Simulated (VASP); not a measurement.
# LaHg2 (P-3m1) in VASP: notebook, part 2 of 2

VASP 6.6.1. The steps go on from the part before.

## 5. Single point, LDA

The input, INCAR:

```
SYSTEM = LaHg2
PREC     = Accurate       ! precision mode
ENCUT    = 500            ! plane-wave cutoff, eV
EDIFF    = 1E-6           ! SCF threshold, eV
ISMEAR   = -1             ! smearing method
SIGMA    = 0.15           ! smearing width, eV
LREAL    = .FALSE.        ! projectors in reciprocal space
LASPH    = .TRUE.         ! aspherical terms in the spheres
NELM     = 200            ! most SCF steps
ALGO     = Normal         ! electronic algorithm
ISIF     = 2              ! what is computed and relaxed
LWAVE    = .FALSE.        ! write WAVECAR
LCHARG   = .FALSE.        ! write CHGCAR
NBANDS   = 32             ! bands
GGA_COMPAT= .FALSE.      
LMAXMIX  = 6              ! l up to which the mixer works
```

The input, KPOINTS:

```
Automatic mesh
0
G
  5 5 6
  0 0 0
```

The input, POSCAR:

```
LaHg2
1.0
    4.9600000000      0.0000000000      0.0000000000
   -2.4800000000      4.2954860028      0.0000000000
    0.0000000000      0.0000000000      3.6500000000
La Hg
1 2
Direct
    0.0000000000      0.0000000000      0.0000000000
    0.3333333333      0.6666666667      0.4500000000
    0.6666666667      0.3333333333      0.5500000000
```

Potentials or basis: VASP PAW LDA potentials, release 64 (La, Hg_sv_GW).

Launch:

```sh
cat potpaw_LDA.64/La/POTCAR potpaw_LDA.64/Hg_sv_GW/POTCAR > POTCAR
mpirun -np 1 vasp_std > vasp.out
```

OUTCAR:

```text
SYSTEM = LaHg2
   PREC = Accurate
   ENCUT = 500
   EDIFF = 1E-6
   ISMEAR = -1
   LREAL = .FALSE.
   LASPH = .TRUE.
   NELM = 200
   ISIF = 2

 ion  position               nearest neighbor table
   1  0.000  0.000  0.000-   2 3.30   3 3.30   3 3.30   2 3.30   3 3.30   2 3.30
   2  0.333  0.667  0.450-   3 2.89   3 2.89   3 2.89   1 3.30   1 3.30   1 3.30
   3  0.667  0.333  0.550-   2 2.89   2 2.89   2 2.89   1 3.30   1 3.30   1 3.30

  LATTYP: Found a hexagonal cell.
 ALAT       =     4.9600000000
 C/A-ratio  =     0.7358870968

  Lattice vectors:

 A1 = (   4.9600000000,   0.0000000000,   0.0000000000)
 A2 = (  -2.4800000000,   4.2954860028,   0.0000000000)
 A3 = (   0.0000000000,   0.0000000000,   3.6500000000)

Analysis of symmetry for initial positions (statically):
=====================================================================
 Subroutine PRICEL returns:
 Original cell was already a primitive cell.

 Routine SETGRP: Setting up the symmetry group for a
 hexagonal supercell.

 Subroutine GETGRP returns: Found 12 space group operations
 (whereof 12 operations were pure point group operations)
 out of a pool of 24 trial point group operations.

The static configuration has the point symmetry D_3d.

Analysis of symmetry for dynamics (positions and initial velocities):
=====================================================================
 Subroutine PRICEL returns:
 Original cell was already a primitive cell.

 Routine SETGRP: Setting up the symmetry group for a
 hexagonal supercell.

 Subroutine GETGRP returns: Found 12 space group operations
 (whereof 12 operations were pure point group operations)
 out of a pool of 24 trial point group operations.

The dynamic configuration has the point symmetry D_3d.

 Subroutine INISYM returns: Found 12 space group operations
 (whereof 12 operations are pure point group operations),
 and found     1 'primitive' translations

----------------------------------------------------------------------------------------

                                     Primitive cell

  volume of cell :      77.7655

  direct lattice vectors                    reciprocal lattice vectors
     4.960000000  0.000000000  0.000000000     0.201612903  0.116401264  0.000000000
    -2.480000000  4.295486003  0.000000000     0.000000000  0.232802528  0.000000000
     0.000000000  0.000000000  3.650000000     0.000000000  0.000000000  0.273972603

  length of vectors
     4.960000000  4.960000000  3.650000000     0.232802528  0.232802528  0.273972603

  position of ions in fractional coordinates (direct lattice)
     0.000000000  0.000000000  0.000000000
     0.333333333  0.666666667  0.450000000
     0.666666667  0.333333333  0.550000000

  ion indices of the primitive-cell ions
   primitive index   ion index
                 1           1
                 2           2
                 3           3

----------------------------------------------------------------------------------------

 KPOINTS: Automatic mesh

Automatic generation of k-mesh.
 Grid dimensions read from file:
 generate k-points for:    5    5    6

 Generating k-lattice:

  Cartesian coordinates                     Fractional coordinates (reciprocal lattice)
     0.040322581  0.023280253  0.000000000     0.200000000  0.000000000  0.000000000
     0.000000000  0.046560506  0.000000000     0.000000000  0.200000000  0.000000000
     0.000000000  0.000000000  0.045662100     0.000000000  0.000000000  0.166666667

  Length of vectors
     0.046560506  0.046560506  0.045662100

  Shift w.r.t. Gamma in fractional coordinates (k-lattice)
     0.000000000  0.000000000  0.000000000

 Subroutine IBZKPT returns following result:
 ===========================================

 Found     24 irreducible k-points:

 Following reciprocal coordinates:
            Coordinates               Weight
  0.000000  0.000000  0.000000      1.000000
  0.200000  0.000000  0.000000      6.000000
  0.400000  0.000000  0.000000      6.000000
  0.200000  0.200000  0.000000      6.000000
  0.400000  0.200000  0.000000      6.000000
  0.000000  0.000000  0.166667      2.000000
[... 16 lines left out ...]
  0.200000  0.200000  0.500000      6.000000
  0.400000  0.200000  0.500000      6.000000
   k-points           NKPTS =     24   k-points in BZ     NKDIM =     24   number of bands    NBANDS=     32
   number of dos      NEDOS =    301   number of ions     NIONS =      3
   total plane-waves  NPLWV =  36288
   dimension x,y,z NGX =    36 NGY =   36 NGZ =   28
   dimension x,y,z NGXF=    72 NGYF=   72 NGZF=   56
   ions per type =               1   2
   NGX,Y,Z   is equivalent  to a cutoff of  12.07, 12.07, 12.75 a.u.
   NGXF,Y,Z  is equivalent  to a cutoff of  24.13, 24.13, 25.51 a.u.
 SYSTEM =  LaHg2
   PREC   = accura    normal or accurate (medium, high low for compatibility)
   ISTART =      0    job   : 0-new  1-cont  2-samecut
   ICHARG =      2    charge: 1-file 2-atom 10-const
   ISPIN  =      1    spin polarized calculation?
   LNONCOLLINEAR =      F non collinear calculations
   LSORBIT =      F    spin-orbit coupling
   LASPH  =      T    aspherical Exc in radial PAW
   ENCUT  =  500.0 eV  36.75 Ry    6.06 a.u.   9.04  9.04  6.65*2*pi/ulx,y,z
   NELM   =    200;   NELMIN=  2; NELMDL= -5     # of ELM steps
   EDIFF  = 0.1E-05   stopping-criterion for ELM
   LREAL  =      F    real-space projection
   EDIFFG = 0.1E-04   stopping-criterion for IOM
   NSW    =      0    number of steps for IOM
   IBRION =     -1    ionic relax: 0-MD 1-quasi-New 2-CG
   NFREE  =      0    steps in history (QN), initial steepest desc. (CG)
   ISIF   =      2    stress and relaxation
   ISYM   =      2    0-nonsym 1-usesym 2-fastsym
   POTIM  = 0.5000    time-step for ionic-motion
   TEBEG  =    0.0;   TEEND  =   0.0 temperature during run
   PSTRESS=    0.0 pullay stress
   NELECT =      51.0000    total number of electrons
   NUPDOWN=      -1.0000    fix difference up-down
   EMIN   =  10.00;   EMAX   =-10.00  energy-range for DOS
   EFERMI =   0.00;   METHOD = LEGACY
   ISMEAR =    -1;   SIGMA  =   0.15  broadening in eV -4-tet -1-fermi 0-gaus
   EFERMI_NEDOS =   21; number of points for ismear=-14 and -15
   IALGO  =     38    algorithm
   IMIX   =      4    mixing-type and parameters
     AMIX     =   0.40;   BMIX     =  1.00
     AMIX_MAG =   1.60;   BMIX_MAG =  1.00
  volume/ion in A,a.u.               =      25.92       174.93
  Fermi-wavevector in a.u.,A,eV,Ry     =   1.422337  2.687828 27.525177  2.023043
  Thomas-Fermi vector in A             =   2.543052
   LORBIT       =      0    0 simple, 1 ext, 2 COOP (PROOUT), +10 PAW based schemes
   GGA     = CA    functional components
   LHFCALC =     F    Hartree Fock is set to
   AEXX    =    0.0000 exact exchange contribution
   IVDW    =     0    specifies the selected vdW correction
   LEPSILON=     F    determine dielectric tensor
   LRPA    =     F    only Hartree local field effects (RPA)
 non-spin polarized calculation
  energy-cutoff  :      500.00
  volume of cell :       77.77
 maximum number of plane-waves:      1993
   NGX = 19   NGY = 19   NGZ = 13

 number of electron      50.9999982 magnetization

 Free energy of the ion-electron system (eV)
  ---------------------------------------------------
  ext. energy  EPLUGINS =         0.00000000
  ---------------------------------------------------
  free energy    TOTEN  =        -9.37259371 eV

  energy without entropy =       -9.20258966  energy(sigma->0) =       -9.28759168

 E-fermi :   7.6194     XC(G=0): -11.2556

 val. band max:        7.5383532779   @ k =   0.2000   0.2000   0.5000
 cond. band min:       7.6945595295   @ k =   0.4000   0.2000   0.3333
 fundamental gap:      0.1562062516
 Fermi energy:         7.6194028448

 k-point     1 :       0.0000    0.0000    0.0000
  band No.  band energies     occupation
      1    -107.3851      2.00000
      2    -107.3813      2.00000
      3     -56.0098      2.00000
      4     -56.0098      2.00000
      5     -55.9639      2.00000
      6     -55.9568      2.00000
[... 24 lines left out ...]
     31       9.3520      0.00002
     32       9.3883      0.00002
[... 774 lines left out ...]
      2    -107.3828      2.00000
      3     -56.0142      2.00000
      4     -55.9914      2.00000
      5     -55.9782      2.00000
      6     -55.9631      2.00000
[... 24 lines left out ...]
     31       9.2735      0.00003
     32       9.3791      0.00002

------------------------ aborting loop because EDIFF is reached ----------------------------------------

  FORCE on cell =-STRESS in cart. coord.  units (eV):
  Direction    XX          YY          ZZ          XY          YZ          ZX
  --------------------------------------------------------------------------------------
  -------------------------------------------------------------------------------------
  Total       -1.5546738     -1.5546738     -2.0183143      0.0000000      0.0000000     -0.0000000
  in kB      -32.0304472    -32.0304472    -41.5826856      0.0000000      0.0000000     -0.0000000
  external PRESSURE =     -35.2145267 kB  Pullay stress =       0.0000000 kB

 VOLUME and BASIS-vectors are now :
 -----------------------------------------------------------------------------
  energy-cutoff  :      500.00
  volume of cell :       77.77
      direct lattice vectors                 reciprocal lattice vectors
     4.960000000  0.000000000  0.000000000     0.201612903  0.116401264  0.000000000
    -2.480000000  4.295486003  0.000000000     0.000000000  0.232802528  0.000000000
     0.000000000  0.000000000  3.650000000     0.000000000  0.000000000  0.273972603

 POSITION                                       TOTAL-FORCE (eV/Angst)
 -----------------------------------------------------------------------------------
      0.00000      0.00000      0.00000        -0.000000      0.000000      0.000000
     -0.00000      2.86366      1.64250         0.000000     -0.000000      0.257524
      2.48000      1.43183      2.00750         0.000000      0.000000     -0.257524
 -----------------------------------------------------------------------------------
    total drift:                               -0.000000      0.000000     -0.000000

  FREE ENERGIE OF THE ION-ELECTRON SYSTEM (eV)
  ---------------------------------------------------
  free  energy   TOTEN  =        -9.3725937094 eV

  energy  without entropy=       -9.2025896566  energy(sigma->0) =       -9.28759168
```

Wall time 50 s (1 thread of Intel Xeon Platinum 8488C (Sapphire Rapids), shared host); peak memory 0.2 GiB.

Results:

* Free energy: -9.3726 eV
* Pressure: -3.5 GPa
* Largest force: 0.258 eV/Å

Forces in eV/Å, atoms in the order of the input:
```
La   0.000  0.000  0.000
Hg   0.000  0.000  0.258
Hg   0.000  0.000 -0.258
```

Levels at points of the mesh, in eV from the Fermi level:
| k point | band 21 | band 22 | band 23 | band 24 | band 25 | band 26 | band 27 | band 28 | band 29 | band 30 |
| --- | --- | --- | --- | --- | --- | --- | --- | --- | --- | --- |
| (0.00, 0.00, 0.00) | -7.00 | -6.75 | -6.75 | -0.98 | -0.98 | -0.55 | -0.18 | 1.46 | 1.46 | 1.65 |
| (0.00, 0.00, 0.50) | -6.75 | -6.47 | -5.04 | -3.02 | 0.90 | 0.90 | 0.94 | 0.94 | 1.24 | 1.50 |

Caveat: spin-orbit coupling is left out, which moves the levels of the heavy elements.

## 6. Single point, LDA

The input, INCAR:

```
SYSTEM = LaHg2
PREC = Accurate
ENCUT = 500
EDIFF = 1E-6
ISMEAR = -1
SIGMA = 0.15
LREAL = .FALSE.
LASPH = .TRUE.
NELM = 200
ALGO = Normal
ISIF = 2
LWAVE = .FALSE.
LCHARG = .FALSE.
GGA = CA
NBANDS = 32
GGA_COMPAT = .FALSE.
LMAXMIX = 6
```

The input, KPOINTS:

```
regular mesh
0
G
  4 4 5
  0 0 0
```

POSCAR is that of step 5.

Potentials or basis: VASP PAW LDA potentials, release 64 (La, Hg_sv_GW).

Launch:

```sh
cat potpaw_LDA.64/La/POTCAR potpaw_LDA.64/Hg_sv_GW/POTCAR > POTCAR
mpirun -np 1 vasp_std > vasp.out
```

OUTCAR:

```text
SYSTEM = LaHg2
   PREC = Accurate
   ENCUT = 500
   EDIFF = 1E-6
   ISMEAR = -1
   LREAL = .FALSE.
   LASPH = .TRUE.
   NELM = 200
   ISIF = 2
   GGA = CA

 ion  position               nearest neighbor table
   1  0.000  0.000  0.000-   2 3.30   3 3.30   3 3.30   2 3.30   3 3.30   2 3.30
   2  0.333  0.667  0.450-   3 2.89   3 2.89   3 2.89   1 3.30   1 3.30   1 3.30
   3  0.667  0.333  0.550-   2 2.89   2 2.89   2 2.89   1 3.30   1 3.30   1 3.30

  LATTYP: Found a hexagonal cell.
[... 671 lines left out ...]

  FORCE on cell =-STRESS in cart. coord.  units (eV):
  Direction    XX          YY          ZZ          XY          YZ          ZX
  --------------------------------------------------------------------------------------
  -------------------------------------------------------------------------------------
  Total       -1.5718300     -1.5718300     -2.3599843     -0.0000000     -0.0000000      0.0000000
  in kB      -32.3839121    -32.3839121    -48.6220036     -0.0000000     -0.0000000      0.0000000
  external PRESSURE =     -37.7966093 kB  Pullay stress =       0.0000000 kB

 VOLUME and BASIS-vectors are now :
 -----------------------------------------------------------------------------
  energy-cutoff  :      500.00
  volume of cell :       77.77
      direct lattice vectors                 reciprocal lattice vectors
     4.960000000  0.000000000  0.000000000     0.201612903  0.116401264  0.000000000
    -2.480000000  4.295486003  0.000000000     0.000000000  0.232802528  0.000000000
     0.000000000  0.000000000  3.650000000     0.000000000  0.000000000  0.273972603

 POSITION                                       TOTAL-FORCE (eV/Angst)
 -----------------------------------------------------------------------------------
      0.00000      0.00000      0.00000         0.000000      0.000000      0.000000
     -0.00000      2.86366      1.64250        -0.000000      0.000000      0.227211
      2.48000      1.43183      2.00750         0.000000      0.000000     -0.227211
 -----------------------------------------------------------------------------------
    total drift:                               -0.000000      0.000000     -0.000000

  FREE ENERGIE OF THE ION-ELECTRON SYSTEM (eV)
  ---------------------------------------------------
  free  energy   TOTEN  =        -9.3831448862 eV

  energy  without entropy=       -9.2229651730  energy(sigma->0) =       -9.30305503
```

OSZICAR:

```text
N       E                     dE             d eps       ncg     rms          rms(c)
DAV:   1     0.801145682872E+03    0.80115E+03   -0.28407E+04  1192   0.251E+03
DAV:   2     0.156994011247E+03   -0.64415E+03   -0.60404E+03  1016   0.836E+02
DAV:   3     0.146636796689E+02   -0.14233E+03   -0.13333E+03  1352   0.304E+02
DAV:   4    -0.839443450499E+01   -0.23058E+02   -0.22342E+02  1576   0.126E+02
DAV:   5    -0.103041006276E+02   -0.19097E+01   -0.18453E+01  1528   0.363E+01    0.469E+01
DAV:   6    -0.950495915749E+01    0.79914E+00   -0.15662E+01  1488   0.316E+01    0.384E+01
DAV:   7    -0.938415822701E+01    0.12080E+00   -0.15811E+00  1400   0.130E+01    0.157E+01
DAV:   8    -0.940751307546E+01   -0.23355E-01   -0.22540E-01  1688   0.321E+00    0.353E+00
DAV:   9    -0.938293494383E+01    0.24578E-01   -0.22024E-01  1304   0.301E+00    0.112E+00
DAV:  10    -0.938349647706E+01   -0.56153E-03   -0.82118E-03  1632   0.757E-01    0.466E-01
DAV:  11    -0.938329801244E+01    0.19846E-03   -0.88329E-04  1392   0.195E-01    0.220E-01
DAV:  12    -0.938315422918E+01    0.14378E-03   -0.52137E-04  1256   0.138E-01    0.118E-01
DAV:  13    -0.938314438714E+01    0.98420E-05   -0.12510E-04  1352   0.651E-02    0.821E-03
DAV:  14    -0.938314488618E+01   -0.49904E-06   -0.59130E-06  1200   0.198E-02
   1 F= -.93831449E+01 E0= -.93030550E+01  d E =-.160180E+00
```

It took 38 s on 1 thread of Intel Xeon Platinum 8488C (Sapphire Rapids), shared host; peak memory 0.18 GiB.

Results:

```yaml
Free_energy: -9.3831 eV
Pressure: -3.8 GPa
Largest_force: 0.227 eV/Å
```

Forces in eV/Å, atoms in the order of the input:
```
La   0.000  0.000  0.000
Hg   0.000  0.000  0.227
Hg   0.000  0.000 -0.227
```

Caveat: the k points lie up to 0.37 Å⁻¹ apart; spin-orbit coupling is left out, which moves the levels of the heavy elements.

## 7. Overview

| potentials or basis | k mesh | cutoff (eV) | second run | gap on the mesh (eV) | pressure (GPa) | largest force (eV/Å) |
| --- | --- | --- | --- | --- | --- | --- |
| VASP PAW LDA potentials, release 64 (La, Hg) | 5 × 5 × 6 | 520 | - | none | -2.5 | 0.25 |
| VASP PAW LDA potentials, release 64 (La, Hg_sv_GW) | 2 × 2 × 2 | 500 | valence_matched | none | -4.3 | 0.03 |
| VASP PAW LDA potentials, release 64 (La, Hg_sv_GW) | 3 × 3 × 3 | 500 | valence_matched | none | -2.8 | 0.16 |
| VASP PAW LDA potentials, release 64 (La, Hg_sv_GW) | 5 × 5 × 6 | 500 | valence_matched | none | -3.5 | 0.26 |
| VASP PAW LDA potentials, release 64 (La, Hg_sv_GW) | 4 × 4 × 5 | 500 | valence_matched | none | -3.8 | 0.23 |

Alike in all rows: task single point; level LDA; no spin polarisation; cell as given; smearing fermi-dirac 0.15 eV.

Caveats: some runs use coarse meshes; spin-orbit coupling is left out, which moves the levels of the heavy elements.

Total energies depend on the potentials used, so only differences within one code and one set of settings carry meaning.
